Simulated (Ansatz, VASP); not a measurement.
## PbS: VASP beside Ansatz

Contents of POSCAR:

```
PbS
1.0
    2.2598000000      1.3046961383      3.1748000000
   -2.2598000000      1.3046961383      3.1748000000
    0.0000000000     -2.6093922766      3.1748000000
Pb S
1 1
Direct
    0.9781509158      0.9781509158      0.9781509158
    0.4774504142      0.4774504142      0.4774504142
```

The input INCAR.step1:

```
SYSTEM = PbS
PREC = Accurate
ENCUT = 520
ISMEAR = 0
SIGMA = 0.05
LREAL = .False.
LASPH = .True.
NELM = 80
NBANDS = 17
GGA = PE
ALGO = Normal
EDIFF = 1E-4
LWAVE = .True.
LCHARG = .False.
```

File INCAR.step2:

```
SYSTEM = PbS
PREC = Accurate
ENCUT = 520
EDIFF = 1E-7
ISMEAR = 0
SIGMA = 0.05
LREAL = .False.
LASPH = .True.
NELM = 80
ALGO = Normal
ISIF = 2
LWAVE = .False.
LCHARG = .False.
METAGGA = R2SCAN
LMIXTAU = .True.
NBANDS = 17
ISTART = 1
```

KPOINTS

```
Automatic mesh
0
Gamma
  9 9 9
  0 0 0
```

Input for Ansatz:

```yaml
crystal:
  lattice:
    - [2.2598, 1.3046961383, 3.1748]
    - [-2.2598, 1.3046961383, 3.1748]
    - [0.0, -2.6093922766, 3.1748]
  atoms:
    - { symbol: Pb, position: [0.9781509158, 0.9781509158, 0.9781509158] }
    - { symbol: S, position: [0.4774504142, 0.4774504142, 0.4774504142] }
basis:
  ecutwfc: 500
kpoints:
  mp_grid: { grid: [9, 9, 9] }
hamiltonian:
  xc: r2scan
scf:
  occupations: { method: gaussian, width: 0.05 }
output:
  forces: true
  stress: true
  eigenvalues: true
```

Alike in both runs: task single point; functional r2SCAN; k mesh 9 × 9 × 9; occupations gaussian, width 0.05 eV; no spin polarisation.

|  | VASP | Ansatz |
| --- | --- | --- |
| version | VASP 6.6.1 | Ansatz 0.2.0 |
| potentials or method | VASP PAW PBE potentials, release 64 (Pb_d, S), cutoff 520 eV | scalar-relativistic, plane waves, PAW |
| valence electrons in the cell | 20 | 20 |

```tsv
	VASP	Ansatz	Ansatz less VASP
pressure (GPa)	-3.1	-3.1	+0.03
traceless stress, the component that is largest in VASP (GPa)	3.31	3.31	0.000
```

VASP's potentials were made for PBE, not for r2SCAN.

Spin-orbit coupling is off throughout.
